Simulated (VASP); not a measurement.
Write the native input for VASP 6.6.1 that does the following.

```yaml
Task: single point
Functional: PBE
Potentials_or_basis: VASP PAW PBE potentials, release 64 (Ge_d)
Cutoff: 520 eV
k_mesh: 6 × 6 × 4
Occupations: fermi-dirac, width 0.02 eV
Spin: no spin polarisation
Dipole_correction: no
Further_INCAR_settings: ALGO = Normal; EDIFF = 1e-07; NBANDS = 36
```

The structure of Ge lies in POSCAR:

```
Ge
1.0
    3.9976152109      0.0000000000      0.0000000000
   -1.9988076054      3.4620363272      0.0000000000
    0.0000000000      0.0000000000      6.5928195187
Ge
4
Direct
    0.3333333333      0.6666666667      0.0003695990
    0.6666666667      0.3333333333      0.5003695990
    0.3333333333      0.6666666667      0.3746304010
    0.6666666667      0.3333333333      0.8746304010
```

One way to write it, as run:

INCAR

```
ALGO = Normal
EDIFF = 1E-7
ENCUT = 520
GGA = PE
ISIF = 2
ISMEAR = -1
LASPH = True
LCHARG = False
LREAL = False
LWAVE = False
NBANDS = 36
NELM = 100
PREC = Accurate
SIGMA = 0.02
```

KPOINTS

```
k-points
0
Gamma
  6 6 4
```

Potentials or basis: VASP PAW PBE potentials, release 64 (Ge_d).

Launch:

```console
$ cat potpaw_PBE.64/Ge_d/POTCAR > POTCAR
$ mpirun -np 1 vasp_std > vasp.out
```

Results of the run:

```
Pressure               : 3.1 GPa
Largest force          : 0.015 eV/Å
Band gap on the k mesh : 0.11 eV, indirect (the least direct gap lies 1.0 meV higher)
```

Wall time 31 s on 1 thread of AMD EPYC 9R45 96-Core Processor (Zen 5) (shared host), peak memory 0.18 GiB.
